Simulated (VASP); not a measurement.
## MnO2: single point with PBE+U

MnO2:

```
Mn O
1.0
     2.85658    0.00000    0.00000
    -1.42829    2.47387    0.00000
     0.00000    0.00000    4.60137
Mn O
1 2
Cartesian
  0.0000 0.0000 2.3007
  1.4283 0.8246 1.3515
  0.0000 1.6492 3.2499
```

```
Program             : VASP 6.6.1
Task                : single point
Functional          : PBE
Potentials or basis : VASP PAW PBE potentials, release 64 (Mn_pv, O)
Cutoff              : 520 eV
k mesh              : 12 × 12 × 6
Occupations         : gaussian, width 0.02 eV
Spin                : collinear spin, ferromagnetic start
Starting moments    : [4.0, 0.0, 0.0] μB
Hubbard terms       : Mn d U = 3.9 eV
```

```json
{
 "Pressure": "10.8 GPa",
 "Largest force": "0.566 eV/Å",
 "Band gap on the k mesh": "1.96 eV (least direct gap 2.08 eV)",
 "Net moment": "3.00 μB per cell",
 "Site moments": "Mn +3.14; O -0.08 μB",
 "Valence electrons inside the program's atomic spheres": "Mn 11.72; O 5.01"
}
```

Forces in eV/Å, atoms in the order of the input:
```
Mn   0.000  0.000  0.000
O    0.000  0.000 -0.566
O    0.000  0.000  0.566
```

Stress tensor (GPa, compression positive):
```
12.47  0.00  0.00
 0.00 12.47  0.00
 0.00  0.00  7.52
```

Levels at points of the mesh, in eV from the valence-band top:
Spin up:
| k point | band 12 | band 13 | band 14 | band 15 | band 16 | band 17 |
| --- | --- | --- | --- | --- | --- | --- |
| (0.00, 0.00, 0.00) | -0.59 | -0.59 | -0.30 | 3.32 | 3.32 | 7.82 |
| (0.50, 0.00, 0.00) | -2.17 | -1.60 | -1.35 | 2.52 | 3.22 | 12.42 |
| (0.00, 0.00, 0.50) | -0.63 | -0.63 | -0.33 | 3.37 | 3.37 | 9.98 |
| (0.50, 0.00, 0.50) | -2.07 | -1.62 | -0.96 | 2.55 | 3.13 | 11.66 |
Spin down:
```csv
k point,band 8,band 9,band 10,band 11,band 12,band 13,band 14,band 15
"(0.00, 0.00, 0.00)",-4.15,-0.74,-0.74,-0.39,2.86,2.86,4.29,5.23
"(0.50, 0.00, 0.00)",-3.34,-2.28,-2.22,-1.64,2.93,3.57,3.88,4.77
"(0.00, 0.00, 0.50)",-3.63,-1.72,-0.78,-0.78,2.86,2.86,4.36,5.27
"(0.50, 0.00, 0.50)",-3.41,-2.16,-2.12,-1.00,2.96,3.55,3.88,4.74
```

Eigenvalues of the final occupation matrices:
```csv
site,spin,trace,eigenvalues
site 1 d,1,3.99,0.55 0.55 0.96 0.97 0.97
site 1 d,2,0.92,0.08 0.09 0.09 0.33 0.33
```

It took 110 s on 1 thread of Intel(R) Xeon(R) Platinum 8259CL CPU @ 2.50GHz (Skylake/Cascade Lake), on a shared host, peak memory 0.24 GiB.

Caveat: the cell stands under pressure; a cell with one magnetic atom can't hold antiferromagnetic order, which such compounds often take. The state reached can hang on the start; a lower one may exist.
